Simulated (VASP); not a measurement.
A run of VASP 6.6.1:

File INCAR:

```
PREC = Accurate
ENCUT = 520
EDIFF = 1E-7
ISMEAR = -1
SIGMA = 0.02
LREAL = F
LASPH = T
NELM = 80
ALGO = Normal
ISIF = 2
LWAVE = F
LCHARG = F
GGA = CA
IBRION = 2
NSW = 100
EDIFFG = -0.01
```

The input KPOINTS:

```
regular mesh
0
Gamma
  9 9 8
```

Contents of POSCAR:

```
TaN
1.0
    2.9380000000      0.0000000000      0.0000000000
   -1.4690000000      2.5443826363      0.0000000000
    0.0000000000      0.0000000000      2.8830000000
Ta N
1 1
Direct
    0.2917568233      0.6656514067      0.4586615600
    0.0148349900     -0.0161769100     -0.0451663900
```

Potentials or basis: VASP PAW LDA potentials, release 64 (Ta_pv, N).

Launch:

```console
$ cat potpaw_LDA.64/Ta_pv/POTCAR potpaw_LDA.64/N/POTCAR > POTCAR
$ mpirun -np 1 vasp_std > vasp.out
```

Hardware: 1 thread of Intel(R) Xeon(R) Platinum 8488C (Sapphire Rapids) (shared host).

Estimate the wall time of this run.

Wall time 2 min on 1 thread of Intel(R) Xeon(R) Platinum 8488C (Sapphire Rapids) (shared host), peak memory 0.21 GiB. Counts: scf iterations 47, k points 325, ion steps 7.
